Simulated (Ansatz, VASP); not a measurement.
**Ge in VASP and in Ansatz**

The input INCAR:

```
SYSTEM = Ge
ALGO = Normal
EDIFF = 1E-6
EDIFFG = -0.005
ENCUT = 600
GGA = PS
IBRION = 2
ISIF = 3
ISMEAR = 0
LASPH = .TRUE.
LCHARG = .FALSE.
LREAL = .FALSE.
LWAVE = .FALSE.
NELM = 60
NSW = 100
PREC = Accurate
SIGMA = 0.1
```

KPOINTS

```
k-points
0
G
  16 16 16
  0 0 0
```

POSCAR

```
Ge
1.0
   -2.5744897190      2.5744897190      1.3974126432
    2.5744897190     -2.5744897190      1.3974126432
    2.5744897190      2.5744897190     -1.3974126432
Ge
2
Direct
    0.2500000000      0.7500000000      0.5000000000
    0.5000000000      0.5000000000      0.0000000000
```

Input for Ansatz:

```yaml
crystal:
  lattice:
    - [-2.574489719, 2.574489719, 1.3974126432]
    - [2.574489719, -2.574489719, 1.3974126432]
    - [2.574489719, 2.574489719, -1.3974126432]
  atoms:
    - { symbol: Ge, position: [0.25, 0.75, 0.5] }
    - { symbol: Ge, position: [0.5, 0.5, 0.0] }
basis:
  ecutwfc: 420
kpoints:
  mp_grid: { grid: [16, 16, 16] }
hamiltonian:
  xc: pbesol
scf:
  occupations: { method: gaussian, width: 0.1 }
output:
  forces: true
  stress: true
  eigenvalues: true
relax:
  adjacent_minimum: "off"
  f_tol: 0.005
  max_steps: 80
  cell: { stress_tol: 0.05 }
```

Alike in both runs: task relaxation of cell and atoms; functional PBEsol; k mesh 16 × 16 × 16; occupations gaussian, width 0.1 eV; no spin polarisation.

```csv
,VASP,Ansatz
version,VASP 6.6.1,Ansatz 0.2.0
potentials or method,"VASP PAW PBE potentials, release 64 (Ge_d), cutoff 600 eV","scalar-relativistic, plane waves, PAW"
valence electrons in the cell,28,28
```

|  | VASP | Ansatz | Ansatz less VASP |
| --- | --- | --- | --- |
| gap on the k mesh at the Fermi level, each at its own relaxed structure (eV) | none | none | - |
| relaxed volume (Å³/atom) | 18.37 | 18.35 | -0.021 |
| relaxed length of the cell vector where the two differ most in proportion (Å) | 3.885 | 3.884 | -0.0008 |

VASP's potentials were made for PBE, not for PBEsol. A gap of «none» marks a metal or a gap that the smearing closes.
